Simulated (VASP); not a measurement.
# CuSi64 (a cell with a defect) in VASP: single point with PBEsol

Aim: the single point of CuSi64 (a cell with a defect) with PBEsol.

Program: VASP 6.6.1. These are calculated values, not measurements. Logs are shortened: lines on timing, memory, paths and dates and some standing lists are left out, and cuts for length are marked.

## (1) The cell of the first run

The cell holds a defect, 65 atoms: a = 10.866 Å, b = 10.866 Å, c = 10.866 Å, α = 90.00°, β = 90.00°, γ = 90.00°.

## (2) Single point, PBEsol

File INCAR:

```
PREC = Accurate
ENCUT = 520
EDIFF = 1E-6
ISMEAR = -1
SIGMA = 0.05
LREAL = Auto
LASPH = True
NELM = 120
ALGO = Normal
ISIF = 2
LWAVE = False
LCHARG = False
GGA = PS
NBANDS = 172
NELECT = 266.0
GGA_COMPAT = False
```

File KPOINTS:

```
Automatic mesh
0
Gamma
  1 1 1
```

File POSCAR:

```
CuSi64
1.0
   10.8655790000      0.0000000000      0.0000000000
    0.0000000000     10.8655790000      0.0000000000
    0.0000000000      0.0000000000     10.8655790000
Si Cu
64 1
Direct
    0.9993700000      0.9992470000      0.9993790000
    0.9994890000      0.9991860000      0.4987320000
    0.9993440000      0.4986520000      0.9992560000
    0.0006310000      0.5002290000      0.5002810000
    0.4988680000      0.9993050000      0.9994530000
    0.5004460000      0.0005070000      0.5004080000
    0.5002550000      0.5003700000      0.0005260000
    0.5057330000      0.5056470000      0.5056550000
    0.1242430000      0.1243140000      0.1243100000
    0.1220610000      0.1221040000      0.6274800000
    0.1220150000      0.6275220000      0.1219610000
    0.1249540000      0.6254580000      0.6253490000
    0.6273910000      0.1221500000      0.1222650000
    0.6254410000      0.1249980000      0.6254290000
    0.6253550000      0.6254280000      0.1249390000
    0.6302690000      0.6303090000      0.6302770000
    0.2487890000      0.2487060000      0.9993770000
    0.2464660000      0.2462780000      0.5026650000
    0.2502540000      0.7502160000      0.9990700000
    0.2496960000      0.7496580000      0.5004600000
    0.7502180000      0.2502510000      0.9992900000
    0.7499410000      0.2495950000      0.5006420000
    0.7499650000      0.7500140000      0.0000300000
    0.7514670000      0.7514250000      0.4991890000
    0.3744000000      0.3744090000      0.1235490000
    0.3757950000      0.3754890000      0.6258200000
    0.3749310000      0.8745010000      0.1252860000
    0.3752470000      0.8752510000      0.6245490000
    0.8745390000      0.3750920000      0.1254160000
    0.8753050000      0.3753820000      0.6247550000
    0.8749300000      0.8749980000      0.1250810000
    0.8756260000      0.8757130000      0.6257310000
    0.2488160000      0.9994180000      0.2487280000
    0.2502830000      0.9991980000      0.7502580000
    0.2462840000      0.5027530000      0.2462310000
    0.2496190000      0.5004670000      0.7495460000
    0.7502930000      0.9992220000      0.2503100000
    0.7500490000      0.0000680000      0.7500660000
    0.7496640000      0.5005830000      0.2496230000
    0.7513870000      0.4992810000      0.7514650000
    0.3745220000      0.1234030000      0.3744710000
    0.3750550000      0.1252550000      0.8746100000
    0.3756750000      0.6256660000      0.3755420000
    0.3752700000      0.6245390000      0.8751230000
    0.8746210000      0.1252970000      0.3751120000
    0.8749920000      0.1250580000      0.8751470000
    0.8752740000      0.6245450000      0.3753480000
    0.8756760000      0.6257690000      0.8757020000
    0.9993080000      0.2487620000      0.2487710000
    0.9991800000      0.2501850000      0.7503240000
    0.9991480000      0.7502010000      0.2502450000
    0.0000080000      0.7499630000      0.7499600000
    0.5026600000      0.2465650000      0.2465690000
    0.5006150000      0.2495680000      0.7499060000
    0.5005120000      0.7497940000      0.2496240000
    0.4991480000      0.7514680000      0.7514080000
    0.1236700000      0.3743330000      0.3743710000
    0.1254750000      0.3749960000      0.8745070000
    0.1254410000      0.8744780000      0.3748890000
    0.1250210000      0.8750220000      0.8749270000
    0.6259500000      0.3756090000      0.3758150000
    0.6246900000      0.3753180000      0.8753300000
    0.6246390000      0.8752080000      0.3752860000
    0.6256950000      0.8756530000      0.8755930000
    0.3780170000      0.3784170000      0.3783160000
```

Potentials or basis: VASP PAW PBE potentials, release 64 (Si, Cu).

Started as:

```console
$ cat potpaw_PBE.64/Si/POTCAR potpaw_PBE.64/Cu/POTCAR > POTCAR
$ mpirun -np 1 vasp_gam > vasp.out
```

OUTCAR:

```text
PREC = Accurate
   ENCUT = 520
   EDIFF = 1E-6
   ISMEAR = -1
   LREAL = Auto
   LASPH = True
   NELM = 120
   ISIF = 2
   GGA = PS
   NELECT = 266.0

 ion  position               nearest neighbor table
   1  0.999  0.999  0.999-  60 2.35  31 2.35  46 2.35   9 2.35
   2  0.999  0.999  0.499-  10 2.35  32 2.35  59 2.35  45 2.35
   3  0.999  0.499  0.999-  11 2.35  48 2.35  29 2.35  58 2.35
   4  0.001  0.500  0.500-  47 2.35  12 2.35  30 2.35  57 2.35
   5  0.499  0.999  0.999-  13 2.35  64 2.35  27 2.35  42 2.35
   6  0.500  0.001  0.500-  14 2.35  28 2.35  63 2.35  41 2.35
   7  0.500  0.500  0.001-  44 2.35  15 2.35  62 2.35  25 2.35
   8  0.506  0.506  0.506-  16 2.35  61 2.39  43 2.39  26 2.39  65 2.40
   9  0.124  0.124  0.124-  49 2.35  17 2.35  33 2.35   1 2.35
  10  0.122  0.122  0.627-  18 2.34  50 2.35  34 2.35   2 2.35
  11  0.122  0.628  0.122-  35 2.34  19 2.35  51 2.35   3 2.35
  12  0.125  0.625  0.625-  20 2.35  36 2.35  52 2.35   4 2.35
  13  0.627  0.122  0.122-  53 2.34  37 2.35  21 2.35   5 2.35
  14  0.625  0.125  0.625-  54 2.35  22 2.35  38 2.35   6 2.35
  15  0.625  0.625  0.125-  39 2.35  55 2.35  23 2.35   7 2.35
  16  0.630  0.630  0.630-  40 2.34  24 2.34  56 2.34   8 2.35
  17  0.249  0.249  0.999-   9 2.35  58 2.35  42 2.35  25 2.36
[... 32 lines left out ...]
  50  0.999  0.250  0.750-  10 2.35  46 2.35  30 2.35  58 2.35
  51  0.999  0.750  0.250-  11 2.35  31 2.35  47 2.35  59 2.35
  52  0.000  0.750  0.750-  12 2.35  48 2.35  32 2.35  60 2.35
  53  0.503  0.247  0.247-  13 2.34  25 2.38  41 2.38  61 2.39  65 2.44
  54  0.501  0.250  0.750-  14 2.35  42 2.35  26 2.35  62 2.35
  55  0.501  0.750  0.250-  15 2.35  27 2.35  43 2.35  63 2.35
  56  0.499  0.751  0.751-  16 2.34  44 2.35  28 2.35  64 2.35
  57  0.124  0.374  0.374-   4 2.35  49 2.36  18 2.38  35 2.38  65 2.76
  58  0.125  0.375  0.875-  17 2.35   3 2.35  36 2.35  50 2.35
  59  0.125  0.874  0.375-  33 2.35   2 2.35  20 2.35  51 2.35
  60  0.125  0.875  0.875-  34 2.35  19 2.35   1 2.35  52 2.35
  61  0.626  0.376  0.376-  22 2.35  39 2.35   8 2.39  53 2.39  65 2.69
  62  0.625  0.375  0.875-  40 2.35  21 2.35   7 2.35  54 2.35
  63  0.625  0.875  0.375-  24 2.35   6 2.35  37 2.35  55 2.35
  64  0.626  0.876  0.876-  38 2.35  23 2.35   5 2.35  56 2.35
  65  0.378  0.378  0.378-   8 2.40  18 2.44  35 2.44  53 2.44  43 2.69  26 2.69  61 2.69  57 2.76
                            25 2.77  41 2.77

  LATTYP: Found a simple cubic cell.
 ALAT       =    10.8655790000

  Lattice vectors:

 A1 = (  10.8655790000,   0.0000000000,   0.0000000000)
 A2 = (   0.0000000000,  10.8655790000,   0.0000000000)
 A3 = (   0.0000000000,   0.0000000000,  10.8655790000)

Analysis of symmetry for initial positions (statically):
=====================================================================
 Subroutine PRICEL returns:
 Original cell was already a primitive cell.

 Routine SETGRP: Setting up the symmetry group for a
 simple cubic supercell.

 Subroutine GETGRP returns: Found  1 space group operations
 (whereof  1 operations were pure point group operations)
 out of a pool of 48 trial point group operations.

The static configuration has the point symmetry C_1 .

Analysis of symmetry for dynamics (positions and initial velocities):
=====================================================================
 Subroutine PRICEL returns:
 Original cell was already a primitive cell.

 Routine SETGRP: Setting up the symmetry group for a
 simple cubic supercell.

 Subroutine GETGRP returns: Found  1 space group operations
 (whereof  1 operations were pure point group operations)
 out of a pool of 48 trial point group operations.

The dynamic configuration has the point symmetry C_1 .

 Subroutine INISYM returns: Found  1 space group operations
 (whereof  1 operations are pure point group operations),
 and found     1 'primitive' translations

----------------------------------------------------------------------------------------

[... 148 lines left out ...]

 KPOINTS: Automatic mesh

Automatic generation of k-mesh.
 Grid dimensions read from file:
 generate k-points for:    1    1    1

 Generating k-lattice:

  Cartesian coordinates                     Fractional coordinates (reciprocal lattice)
     0.092033752  0.000000000  0.000000000     1.000000000  0.000000000  0.000000000
     0.000000000  0.092033752  0.000000000     0.000000000  1.000000000  0.000000000
     0.000000000  0.000000000  0.092033752     0.000000000  0.000000000  1.000000000

  Length of vectors
     0.092033752  0.092033752  0.092033752

  Shift w.r.t. Gamma in fractional coordinates (k-lattice)
     0.000000000  0.000000000  0.000000000

 Subroutine IBZKPT returns following result:
 ===========================================

 Found      1 irreducible k-points:

 Following reciprocal coordinates:
            Coordinates               Weight
  0.000000  0.000000  0.000000      1.000000
   k-points           NKPTS =      1   k-points in BZ     NKDIM =      1   number of bands    NBANDS=    172
   number of dos      NEDOS =    301   number of ions     NIONS =     65
   total plane-waves  NPLWV = 592704
   dimension x,y,z NGX =    84 NGY =   84 NGZ =   84
   dimension x,y,z NGXF=   168 NGYF=  168 NGZF=  168
   ions per type =              64   1
   NGX,Y,Z   is equivalent  to a cutoff of  12.85, 12.85, 12.85 a.u.
   NGXF,Y,Z  is equivalent  to a cutoff of  25.70, 25.70, 25.70 a.u.
 SYSTEM =  unknown system
   PREC   = accura    normal or accurate (medium, high low for compatibility)
   ISTART =      0    job   : 0-new  1-cont  2-samecut
   ICHARG =      2    charge: 1-file 2-atom 10-const
   ISPIN  =      1    spin polarized calculation?
   LNONCOLLINEAR =      F non collinear calculations
   LSORBIT =      F    spin-orbit coupling
   LASPH  =      T    aspherical Exc in radial PAW
   ENCUT  =  520.0 eV  38.22 Ry    6.18 a.u.  20.20 20.20 20.20*2*pi/ulx,y,z
   NELM   =    120;   NELMIN=  2; NELMDL= -5     # of ELM steps
   EDIFF  = 0.1E-05   stopping-criterion for ELM
   LREAL  =      T    real-space projection
   EDIFFG = 0.1E-04   stopping-criterion for IOM
   NSW    =      0    number of steps for IOM
   IBRION =     -1    ionic relax: 0-MD 1-quasi-New 2-CG
   NFREE  =      0    steps in history (QN), initial steepest desc. (CG)
   ISIF   =      2    stress and relaxation
   ISYM   =      2    0-nonsym 1-usesym 2-fastsym
   POTIM  = 0.5000    time-step for ionic-motion
   TEBEG  =    0.0;   TEEND  =   0.0 temperature during run
   PSTRESS=    0.0 pullay stress
   NELECT =     266.0000    total number of electrons
   NUPDOWN=      -1.0000    fix difference up-down
   EMIN   =  10.00;   EMAX   =-10.00  energy-range for DOS
   EFERMI =   0.00;   METHOD = LEGACY
   ISMEAR =    -1;   SIGMA  =   0.05  broadening in eV -4-tet -1-fermi 0-gaus
   EFERMI_NEDOS =   21; number of points for ismear=-14 and -15
   IALGO  =     38    algorithm
   IMIX   =      4    mixing-type and parameters
     AMIX     =   0.40;   BMIX     =  1.00
     AMIX_MAG =   1.60;   BMIX_MAG =  1.00
  volume/ion in A,a.u.               =      19.74       133.18
  Fermi-wavevector in a.u.,A,eV,Ry     =   0.968982  1.831111 12.774873  0.938927
  Thomas-Fermi vector in A             =   2.098997
   LORBIT       =      0    0 simple, 1 ext, 2 COOP (PROOUT), +10 PAW based schemes
   GGA     = PS    functional components
   LHFCALC =     F    Hartree Fock is set to
   AEXX    =    0.0000 exact exchange contribution
   IVDW    =     0    specifies the selected vdW correction
   LEPSILON=     F    determine dielectric tensor
   LRPA    =     F    only Hartree local field effects (RPA)
 non-spin polarized calculation
  energy-cutoff  :      520.00
  volume of cell :     1282.80
 maximum number of plane-waves:     17253
 NGX is ok and might be reduce to    84
   NGX = 41   NGY = 41   NGZ = 41

 number of electron     265.9999986 magnetization

 Free energy of the ion-electron system (eV)
  ---------------------------------------------------
  ext. energy  EPLUGINS =         0.00000000
  ---------------------------------------------------
  free energy    TOTEN  =      -369.91957613 eV

  energy without entropy =     -369.75676288  energy(sigma->0) =     -369.83816950

 E-fermi :   6.0357     XC(G=0):  -9.5824

 val. band max:        5.9479029812   @ k =   0.0000   0.0000   0.0000
 cond. band min:       6.0741768305   @ k =   0.0000   0.0000   0.0000
 fundamental gap:      0.1262738493
 Fermi energy:         6.0357078524

 k-point     1 :       0.0000    0.0000    0.0000
  band No.  band energies     occupation
      1      -6.1370      2.00000
      2      -5.2314      2.00000
      3      -5.0170      2.00000
      4      -5.0128      2.00000
      5      -5.0123      2.00000
      6      -4.9694      2.00000
[... 137 lines left out ...]
    144       6.9786      0.00000
    145       6.9794      0.00000
 [bands above 145 left out]

------------------------ aborting loop because EDIFF is reached ----------------------------------------

  FORCE on cell =-STRESS in cart. coord.  units (eV):
  Direction    XX          YY          ZZ          XY          YZ          ZX
  --------------------------------------------------------------------------------------
  -------------------------------------------------------------------------------------
  Total        0.2654770      0.2713315      0.2692334     -0.5540426     -0.5489714     -0.5368416
  in kB        0.3315727      0.3388849      0.3362645     -0.6919825     -0.6856488     -0.6704990
  external PRESSURE =       0.3355740 kB  Pullay stress =       0.0000000 kB

 VOLUME and BASIS-vectors are now :
 -----------------------------------------------------------------------------
  energy-cutoff  :      520.00
  volume of cell :     1282.80
      direct lattice vectors                 reciprocal lattice vectors
    10.865579000  0.000000000  0.000000000     0.092033752  0.000000000  0.000000000
     0.000000000 10.865579000  0.000000000     0.000000000  0.092033752  0.000000000
     0.000000000  0.000000000 10.865579000     0.000000000  0.000000000  0.092033752

 POSITION                                       TOTAL-FORCE (eV/Angst)
 -----------------------------------------------------------------------------------
     10.85873     10.85740     10.85883         0.015039      0.023056      0.019770
     10.86003     10.85673      5.41901        -0.033592     -0.021849      0.039044
     10.85845      5.41814     10.85750        -0.026054      0.044186     -0.026760
      0.00686      5.43528      5.43584        -0.064241     -0.024252     -0.020993
      5.42049     10.85803     10.85964         0.029486     -0.030394     -0.034018
      5.43764      0.00551      5.43722        -0.027775     -0.070459     -0.030482
[... 57 lines left out ...]
      6.79854      9.51448      9.51382        -0.096220     -0.005935      0.000694
      4.10737      4.11172      4.11062        -0.018276     -0.015752     -0.017699
 -----------------------------------------------------------------------------------
    total drift:                                0.015063      0.005429      0.011720

  FREE ENERGIE OF THE ION-ELECTRON SYSTEM (eV)
  ---------------------------------------------------
  free  energy   TOTEN  =      -369.9195761295 eV

  energy  without entropy=     -369.7567628768  energy(sigma->0) =     -369.83816950
```

It took 14 min on 1 thread of AMD EPYC 7R13 (Zen 3), shared host; peak memory 0.94 GiB.

Results:

```
Free energy   : -369.9196 eV
Largest force : 0.161 eV/Å
```

Forces on the atoms (eV/Å):
```
Si   0.015  0.023  0.020
Si  -0.034 -0.022  0.039
Si  -0.026  0.044 -0.027
Si  -0.064 -0.024 -0.021
Si   0.029 -0.030 -0.034
Si  -0.028 -0.070 -0.030
Si  -0.020 -0.034 -0.066
Si  -0.048 -0.058 -0.047
Si  -0.026 -0.029 -0.029
Si   0.022  0.015  0.002
Si   0.016  0.001  0.018
Si  -0.009 -0.025 -0.021
Si   0.007  0.023  0.018
Si  -0.010 -0.009 -0.009
Si  -0.021 -0.014 -0.007
Si  -0.077 -0.068 -0.074
Si   0.077  0.075 -0.050
Si   0.095  0.086 -0.084
Si   0.023  0.045 -0.040
Si   0.050  0.062 -0.046
Si   0.048  0.026 -0.032
Si   0.056  0.053 -0.038
Si   0.031  0.031  0.004
Si   0.062  0.060  0.043
Si  -0.010  0.003 -0.007
Si   0.001  0.015 -0.020
Si  -0.015  0.002 -0.016
Si  -0.014 -0.010 -0.015
Si  -0.006 -0.026 -0.023
Si  -0.008 -0.022 -0.024
Si  -0.014 -0.018  0.004
Si  -0.002 -0.014 -0.103
Si   0.072 -0.054  0.072
Si   0.022 -0.035  0.039
Si   0.096 -0.092  0.090
Si   0.055 -0.040  0.064
Si   0.039 -0.035  0.026
Si   0.027  0.011  0.029
Si   0.065 -0.043  0.055
Si   0.065  0.040  0.062
Si  -0.008  0.000 -0.004
Si  -0.019 -0.019  0.003
Si   0.006 -0.010  0.010
Si  -0.021 -0.017 -0.008
Si   0.004 -0.023 -0.024
Si  -0.016 -0.001 -0.020
Si  -0.010 -0.020 -0.021
Si  -0.010 -0.110 -0.010
Si  -0.045  0.076  0.080
Si  -0.037  0.033  0.049
Si  -0.040  0.048  0.024
Si   0.004  0.039  0.032
Si  -0.087  0.081  0.092
Si  -0.042  0.052  0.056
Si  -0.045  0.055  0.047
Si   0.040  0.059  0.059
Si  -0.012 -0.001 -0.008
Si  -0.024 -0.025 -0.005
Si  -0.016 -0.004 -0.017
Si   0.009 -0.024 -0.016
Si  -0.017  0.013  0.001
Si  -0.025 -0.014 -0.010
Si  -0.016 -0.005 -0.015
Si  -0.096 -0.006  0.001
Cu  -0.018 -0.016 -0.018
```

Caveat: the k points lie up to 0.58 Å⁻¹ apart; the cell carries a net charge on a neutralising background, which shifts energy and pressure; the cell is charged against a uniform background, so pressure and absolute levels hang on convention; the PAW data sets were made with another functional, which shifts forces and pressure a little.
